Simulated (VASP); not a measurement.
Input of a VASP 6.6.1 run:

File INCAR:

```
SYSTEM = HgTe
AGGAC    = 1.0          
AGGAX    = 1.0          
ALDAC    = 0.0          
ALDAX    = 1.0          
ALGO     = Normal         ! electronic algorithm
EDIFF    = 1E-6           ! SCF threshold, eV
EDIFFG   = -0.01          ! ionic threshold
ENCUT    = 600            ! plane-wave cutoff, eV
GGA      = B5             ! functional
IBRION   = 2              ! ionic algorithm
ISIF     = 3              ! what is computed and relaxed
ISMEAR   = -1             ! smearing method
IVDW     = 13             ! dispersion correction
LASPH    = .TRUE.         ! aspherical terms in the spheres
LCHARG   = .FALSE.        ! write CHGCAR
LREAL    = .FALSE.        ! projectors in reciprocal space
LWAVE    = .FALSE.        ! write WAVECAR
NELM     = 60             ! most SCF steps
NSW      = 60             ! ionic steps
PREC     = Accurate       ! precision mode
SIGMA    = 0.05           ! smearing width, eV
VDW_A1   = 0.44488865   
VDW_A2   = 4.0933009    
VDW_S6   = 1.0          
VDW_S8   = 2.34076671
```

File KPOINTS:

```
k-points
0
G
  7 7 7
  0 0 0
```

Contents of POSCAR:

```
HgTe
1.0
    0.0000000000      3.1800000000      3.1800000000
    3.1800000000      0.0000000000      3.1800000000
    3.1800000000      3.1800000000      0.0000000000
Hg Te
1 1
Direct
    0.0000000000      0.0000000000      0.0000000000
    0.5000000000      0.5000000000      0.5000000000
```

Potentials or basis: VASP PAW PBE potentials, release 64 (Hg, Te).

Command:

```sh
$ cat potpaw_PBE.64/Hg/POTCAR potpaw_PBE.64/Te/POTCAR > POTCAR
$ mpirun -np 1 vasp_std > vasp.out
```

Q: Estimate the dispersion energy per atom.

A: -0.874 eV.

Q: Predict the band gap on the k mesh.

A: Zero (bands 9 and 10 overlap by 2.34 eV).

Q: What does it give for the relaxed volume?

A: 28.81 Å³/atom.

Q: What does it give for the space group after relaxing (to 0.1 Å)?

A: Fm-3m (No. 225).

The path:
```
step  energy change (eV)  largest force (eV/Å)  pressure (GPa)  volume (Å³)
   1              0.0000                0.0000           -4.06        64.31
   2             -0.0943                0.0000            0.55        57.02
   3             -0.0954                0.0000            0.01        57.62
```

Caveat: the PAW data sets were made with another functional, which shifts forces and pressure a little; spin-orbit coupling is left out, which moves the levels of the heavy elements.
